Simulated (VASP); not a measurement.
# Tc (P6_3/mmc) in VASP: settings compared

Aim: see how the results for Tc move with the level of theory and the settings. Levels: PBE+D4, LDA. Tasks: relaxation of cell and atoms.

Program: VASP 6.6.1. These are calculated values, not measurements. Logs are shortened: lines on timing, memory, paths and dates and some standing lists are left out, and cuts for length are marked.

## Step 1: The cell of the first run

Symmetry: P6_3/mmc, No. 194, hexagonal system. The conventional cell has a = 2.740 Å, b = 2.740 Å, c = 4.398 Å, α = 90.00°, β = 90.00°, γ = 120.00°. Tc (site symmetry -6m2) has 12 Tc at 2.71 to 2.74 Å within 3.6 Å.

## Step 2: Relaxation of cell and atoms, PBE+D4

INCAR

```
PREC = Accurate ; ENCUT = 600
EDIFF = 1E-6 ; ISMEAR = 1
SIGMA = 0.1 ; LREAL = False
LASPH = True ; NELM = 60
ALGO = Normal ; ISIF = 3
LWAVE = False ; LCHARG = False
GGA = PE ; IVDW = 13
IBRION = 2 ; NSW = 80
EDIFFG = -0.05
```

KPOINTS

```
regular mesh
0
Gamma
  14 14 8
```

POSCAR

```
Tc
1.0
    2.7400000000      0.0000000000      0.0000000000
   -1.3700000000      2.3729096100      0.0000000000
    0.0000000000      0.0000000000      4.3980000000
Tc
2
Direct
    0.3333333333      0.6666666667      0.2500000000
    0.6666666667      0.3333333333      0.7500000000
```

Potentials or basis: VASP PAW PBE potentials, release 64 (Tc_pv).

Started as:

```bash
cat potpaw_PBE.64/Tc_pv/POTCAR > POTCAR
mpirun -np 1 vasp_std > vasp.out
```

OUTCAR:

```text
PREC = Accurate
   ENCUT = 600
   EDIFF = 1E-6
   ISMEAR = 1
   LREAL = False
   LASPH = True
   NELM = 60
   ISIF = 3
   GGA = PE
   IVDW = 13
   IBRION = 2
   NSW = 80
   EDIFFG = -0.05

 ion  position               nearest neighbor table
   1  0.333  0.667  0.250-   2 2.71   2 2.71   2 2.71   2 2.71   2 2.71   2 2.71
   2  0.667  0.333  0.750-   1 2.71   1 2.71   1 2.71   1 2.71   1 2.71   1 2.71

  LATTYP: Found a hexagonal cell.
 ALAT       =     2.7400000000
 C/A-ratio  =     1.6051094891

  Lattice vectors:

 A1 = (   2.7400000000,   0.0000000000,   0.0000000000)
 A2 = (  -1.3700000000,   2.3729096100,   0.0000000000)
 A3 = (   0.0000000000,   0.0000000000,   4.3980000000)

Analysis of symmetry for initial positions (statically):
=====================================================================
 Subroutine PRICEL returns:
 Original cell was already a primitive cell.

 Routine SETGRP: Setting up the symmetry group for a
 hexagonal supercell.

 Subroutine GETGRP returns: Found 24 space group operations
 (whereof 12 operations were pure point group operations)
 out of a pool of 24 trial point group operations.

The static configuration has the point symmetry D_3d.
 The point group associated with its full space group is D_6h.

Analysis of symmetry for dynamics (positions and initial velocities):
=====================================================================
 Subroutine PRICEL returns:
 Original cell was already a primitive cell.

 Routine SETGRP: Setting up the symmetry group for a
 hexagonal supercell.

 Subroutine GETGRP returns: Found 24 space group operations
 (whereof 12 operations were pure point group operations)
 out of a pool of 24 trial point group operations.

The dynamic configuration has the point symmetry D_3d.
 The point group associated with its full space group is D_6h.

 Subroutine INISYM returns: Found 24 space group operations
 (whereof 12 operations are pure point group operations),
 and found     1 'primitive' translations

----------------------------------------------------------------------------------------

                                     Primitive cell

  volume of cell :      28.5948

  direct lattice vectors                    reciprocal lattice vectors
     2.740000000  0.000000000  0.000000000     0.364963504  0.210711777  0.000000000
    -1.370000000  2.372909610  0.000000000     0.000000000  0.421423554  0.000000000
     0.000000000  0.000000000  4.398000000     0.000000000  0.000000000  0.227376080

  length of vectors
     2.740000000  2.740000003  4.398000000     0.421423554  0.421423554  0.227376080

  position of ions in fractional coordinates (direct lattice)
     0.333333333  0.666666667  0.250000000
     0.666666667  0.333333333  0.750000000

  ion indices of the primitive-cell ions
   primitive index   ion index
                 1           1
                 2           2

----------------------------------------------------------------------------------------

 KPOINTS: regular mesh

Automatic generation of k-mesh.
 Grid dimensions read from file:
 generate k-points for:   14   14    8

 Generating k-lattice:

  Cartesian coordinates                     Fractional coordinates (reciprocal lattice)
     0.026068822  0.015050841  0.000000000     0.071428571  0.000000000  0.000000000
     0.000000000  0.030101682  0.000000000     0.000000000  0.071428571  0.000000000
     0.000000000  0.000000000  0.028422010     0.000000000  0.000000000  0.125000000

  Length of vectors
     0.030101682  0.030101682  0.028422010

  Shift w.r.t. Gamma in fractional coordinates (k-lattice)
     0.000000000  0.000000000  0.000000000

 Subroutine IBZKPT returns following result:
 ===========================================

 Found    120 irreducible k-points:

 Following reciprocal coordinates:
            Coordinates               Weight
  0.000000  0.000000  0.000000      1.000000
  0.071429  0.000000  0.000000      6.000000
  0.142857  0.000000  0.000000      6.000000
  0.214286 -0.000000  0.000000      6.000000
  0.285714  0.000000  0.000000      6.000000
  0.357143  0.000000  0.000000      6.000000
[... 16 lines left out ...]
  0.285714  0.285714  0.000000      6.000000
  0.357143  0.285714  0.000000      6.000000
 [... further k-points ...]
   k-points           NKPTS =    120   k-points in BZ     NKDIM =    120   number of bands    NBANDS=     17
   number of dos      NEDOS =    301   number of ions     NIONS =      2
   total plane-waves  NPLWV =  20736
   dimension x,y,z NGX =    24 NGY =   24 NGZ =   36
   dimension x,y,z NGXF=    48 NGYF=   48 NGZF=   72
   ions per type =               2
   NGX,Y,Z   is equivalent  to a cutoff of  14.56, 14.56, 13.61 a.u.
   NGXF,Y,Z  is equivalent  to a cutoff of  29.12, 29.12, 27.22 a.u.
 SYSTEM =  unknown system
   PREC   = accura    normal or accurate (medium, high low for compatibility)
   ISTART =      0    job   : 0-new  1-cont  2-samecut
   ICHARG =      2    charge: 1-file 2-atom 10-const
   ISPIN  =      1    spin polarized calculation?
   LNONCOLLINEAR =      F non collinear calculations
   LSORBIT =      F    spin-orbit coupling
   LASPH  =      T    aspherical Exc in radial PAW
   ENCUT  =  600.0 eV  44.10 Ry    6.64 a.u.   5.47  5.47  8.78*2*pi/ulx,y,z
   NELM   =     60;   NELMIN=  2; NELMDL= -5     # of ELM steps
   EDIFF  = 0.1E-05   stopping-criterion for ELM
   LREAL  =      F    real-space projection
   EDIFFG = -.5E-01   stopping-criterion for IOM
   NSW    =     80    number of steps for IOM
   IBRION =      2    ionic relax: 0-MD 1-quasi-New 2-CG
   NFREE  =      1    steps in history (QN), initial steepest desc. (CG)
   ISIF   =      3    stress and relaxation
   ISYM   =      2    0-nonsym 1-usesym 2-fastsym
   POTIM  = 0.5000    time-step for ionic-motion
   TEBEG  =    0.0;   TEEND  =   0.0 temperature during run
   PSTRESS=    0.0 pullay stress
   NELECT =      26.0000    total number of electrons
   NUPDOWN=      -1.0000    fix difference up-down
   EMIN   =  10.00;   EMAX   =-10.00  energy-range for DOS
   EFERMI =   0.00;   METHOD = LEGACY
   ISMEAR =     1;   SIGMA  =   0.10  broadening in eV -4-tet -1-fermi 0-gaus
   EFERMI_NEDOS =   21; number of points for ismear=-14 and -15
   IALGO  =     38    algorithm
   IMIX   =      4    mixing-type and parameters
     AMIX     =   0.40;   BMIX     =  1.00
     AMIX_MAG =   1.60;   BMIX_MAG =  1.00
  volume/ion in A,a.u.               =      14.30        96.48
  Fermi-wavevector in a.u.,A,eV,Ry     =   1.586002  2.997108 34.224109  2.515401
  Thomas-Fermi vector in A             =   2.685380
   LORBIT       =      0    0 simple, 1 ext, 2 COOP (PROOUT), +10 PAW based schemes
   GGA     = PE    functional components
   LHFCALC =     F    Hartree Fock is set to
   AEXX    =    0.0000 exact exchange contribution
   IVDW    =    13    specifies the selected vdW correction
   LEPSILON=     F    determine dielectric tensor
   LRPA    =     F    only Hartree local field effects (RPA)
 conjugate gradient relaxation of ions
 non-spin polarized calculation
 Methfessel and Paxton  Order N= 1 SIGMA  =   0.10
  energy-cutoff  :      600.00
  volume of cell :       28.59
 maximum number of plane-waves:       980
 NGX is ok and might be reduce to    24
   NGX = 11   NGY = 11   NGZ = 17

--------------------------------------- Ionic step        1  -------------------------------------------

 number of electron      26.0000001 magnetization

 Free energy of the ion-electron system (eV)
  ---------------------------------------------------
  ext. energy  EPLUGINS =         0.00000000
  ---------------------------------------------------
  free energy    TOTEN  =       -20.69927193 eV

  energy without entropy =      -20.69813977  energy(sigma->0) =      -20.69889454

------------------------ aborting loop because EDIFF is reached ----------------------------------------

  DFT-D4 for vdW energy calculation

  Edisp (eV):   -1.21143

  FORCE on cell =-STRESS in cart. coord.  units (eV):
  Direction    XX          YY          ZZ          XY          YZ          ZX
  --------------------------------------------------------------------------------------
  -------------------------------------------------------------------------------------
  Total      -0.68163    -0.68163    -0.80848    -0.00000     0.00000     0.00000
  in kB     -38.19209   -38.19209   -45.29933    -0.00000     0.00000     0.00000
  external pressure =      -40.56 kB  Pullay stress =        0.00 kB
[... 61 lines left out ...]
  energy  without entropy=      -21.8696054881  energy(sigma->0) =      -21.87001609

--------------------------------------- Ionic step        3  -------------------------------------------

 number of electron      26.0000002 magnetization

 Free energy of the ion-electron system (eV)
  ---------------------------------------------------
  ext. energy  EPLUGINS =         0.00000000
  ---------------------------------------------------
  free energy    TOTEN  =       -20.68917878 eV

  energy without entropy =      -20.68810832  energy(sigma->0) =      -20.68882196

 E-fermi :  12.8603     XC(G=0): -13.8791

 val. band max:       12.8490322010   @ k =   0.1429   0.1429   0.1250
 cond. band min:      12.8658981857   @ k =   0.3571   0.1429   0.2500
 fundamental gap:      0.0168659847
 Fermi energy:        12.8602883097

 k-point     1 :       0.0000    0.0000    0.0000
  band No.  band energies     occupation
      1     -26.5972      2.00000
      2     -25.4380      2.00000
      3     -25.4380      2.00000
      4     -25.2440      2.00000
      5     -25.2440      2.00000
      6     -25.2056      2.00000
[... 9 lines left out ...]
     16      14.6033     -0.00000
     17      15.4690      0.00000
[... 443 lines left out ...]
      1     -26.2466      2.00000
      2     -26.0302      2.00000
      3     -26.0167      2.00000
      4     -25.8135      2.00000
      5     -25.7672      2.00000
      6     -25.7013      2.00000
[... 9 lines left out ...]
     16      15.6664      0.00000
     17      20.4051      0.00000

 [... further k-points ...]

------------------------ aborting loop because EDIFF is reached ----------------------------------------

  DFT-D4 for vdW energy calculation

  Edisp (eV):   -1.22640

  FORCE on cell =-STRESS in cart. coord.  units (eV):
  Direction    XX          YY          ZZ          XY          YZ          ZX
  --------------------------------------------------------------------------------------
  -------------------------------------------------------------------------------------
  Total       0.01309     0.01309    -0.05570     0.00000    -0.00000     0.00000
  in kB       0.74327     0.74327    -3.16182     0.00000    -0.00000     0.00000
  external pressure =       -0.56 kB  Pullay stress =        0.00 kB
[... 17 lines left out ...]
  FREE ENERGIE OF THE ION-ELECTRON SYSTEM (eV)
  ---------------------------------------------------
  free  energy   TOTEN  =       -21.9155746885 eV

  energy  without entropy=      -21.9145042236  energy(sigma->0) =      -21.91521787

 reached required accuracy - stopping structural energy minimisation
```

Wall time 64 s (1 thread of AMD EPYC 9R45 (Zen 5), shared host); peak memory 0.17 GiB.

What came out:

- Free energy: -21.9156 eV
- Relaxed volume: 14.11 Å³/atom
- Relaxed cell: a = 2.729 Å, b = 2.729 Å, c = 4.377 Å, α = 90.00°, β = 90.00°, γ = 120.00°
- Space group after relaxing (to 0.1 Å): P6_3/mmc (No. 194)
- Energy gained by relaxing: 2.4 meV/atom
- Ionic steps: 3
- Pressure after relaxing: -0.1 GPa
- Band gap on the k mesh: zero (bands 13 and 14 overlap by 3.43 eV)
- Dispersion energy per atom: -0.613 eV

Stress tensor (GPa, compression positive):
```
 0.07  0.00  0.00
 0.00  0.07  0.00
 0.00  0.00 -0.32
```

Step by step:
| step | energy change (eV) | largest force (eV/Å) | pressure (GPa) | volume (Å³) |
| --- | --- | --- | --- | --- |
| 1 | 0.0000 | 0.0000 | -4.06 | 28.59 |
| 2 | 0.0405 | 0.0000 | 13.77 | 27.12 |
| 3 | -0.0049 | 0.0000 | -0.06 | 28.22 |

Final structure:
```xyz
2
Lattice="2.7288 0.0000 0.0000 -1.3644 2.3632 0.0000 0.0000 0.0000 4.3766" Properties=species:S:1:pos:R:3 pbc="T T T"
Tc    0.0000    1.5755    1.0942
Tc    1.3644    0.7877    3.2825
```

Levels at points of the mesh, in eV from the Fermi level:
| k point | band 9 | band 10 | band 11 | band 12 | band 13 | band 14 | band 15 | band 16 | band 17 |
| --- | --- | --- | --- | --- | --- | --- | --- | --- | --- |
| (0.00, 0.00, 0.00) | -1.55 | -1.55 | -1.49 | -0.82 | -0.82 | -0.10 | -0.10 | 1.74 | 2.61 |
| (0.50, 0.00, 0.00) | -4.63 | -1.91 | -1.13 | -0.90 | -0.48 | 3.02 | 3.42 | 3.46 | 5.44 |
| (0.00, 0.00, 0.50) | -1.88 | -1.88 | -1.69 | -1.69 | -1.69 | -1.69 | 1.93 | 1.93 | 1.93 |
| (0.50, 0.00, 0.50) | -3.73 | -3.73 | 0.16 | 0.16 | 1.48 | 1.48 | 3.28 | 3.28 | 4.48 |

## Step 3: Relaxation of cell and atoms, LDA

INCAR

```
PREC = Accurate ; ENCUT = 600
EDIFF = 1E-6 ; ISMEAR = 1
SIGMA = 0.1 ; LREAL = F
LASPH = T ; NELM = 60
ALGO = Normal ; ISIF = 3
LWAVE = F ; LCHARG = F
GGA = CA ; IBRION = 2
NSW = 80 ; EDIFFG = -0.05
```

KPOINTS

```
Automatic mesh
0
Gamma
  14 14 8
```

POSCAR is that of step 2.

Potentials or basis: VASP PAW LDA potentials, release 64 (Tc_pv).

Started as:

```bash
cat potpaw_LDA.64/Tc_pv/POTCAR > POTCAR
mpirun -np 1 vasp_std > vasp.out
```

Run time: 76 s. Hardware: 1 thread of AMD EPYC 9R45 (Zen 5), shared host; peak memory 0.16 GiB.

It converged, with:

- Free energy: -23.4722 eV
- Relaxed volume: 13.77 Å³/atom
- Relaxed cell: a = 2.707 Å, b = 2.707 Å, c = 4.340 Å, α = 90.00°, β = 90.00°, γ = 120.00°
- Space group after relaxing (to 0.1 Å): P6_3/mmc (No. 194)
- Energy gained by relaxing: 20.1 meV/atom
- Ionic steps: 4
- Pressure after relaxing: -0.1 GPa
- Band gap on the k mesh: zero (bands 13 and 14 overlap by 3.61 eV)

Stress tensor (GPa, compression positive):
```
 0.16  0.00  0.00
 0.00  0.16  0.00
 0.00  0.00 -0.57
```

The path:
```csv
step,energy change (eV),largest force (eV/Å),pressure (GPa),volume (Å³)
1,0.0000,0.0000,-11.79,28.59
2,0.4189,0.0000,53.07,24.46
3,-0.0401,0.0000,-0.65,27.59
4,-0.0402,0.0000,-0.08,27.55
```

Final structure:
```xyz
2
Lattice="2.7074 0.0000 0.0000 -1.3537 2.3446 0.0000 0.0000 0.0000 4.3398" Properties=species:S:1:pos:R:3 pbc="T T T"
Tc    0.0000    1.5631    1.0850
Tc    1.3537    0.7815    3.2549
```

Levels at points of the mesh, in eV from the Fermi level:
```tsv
k point	band 10	band 11	band 12	band 13	band 14	band 15	band 16	band 17
(0.00, 0.00, 0.00)	-1.63	-1.55	-0.87	-0.87	-0.12	-0.12	1.85	2.71
(0.50, 0.00, 0.00)	-2.01	-1.16	-0.87	-0.49	3.15	3.57	3.61	5.66
(0.00, 0.00, 0.50)	-1.92	-1.77	-1.77	-1.77	-1.77	2.00	2.00	2.00
(0.50, 0.00, 0.50)	-3.88	0.15	0.15	1.56	1.56	3.42	3.42	4.65
```
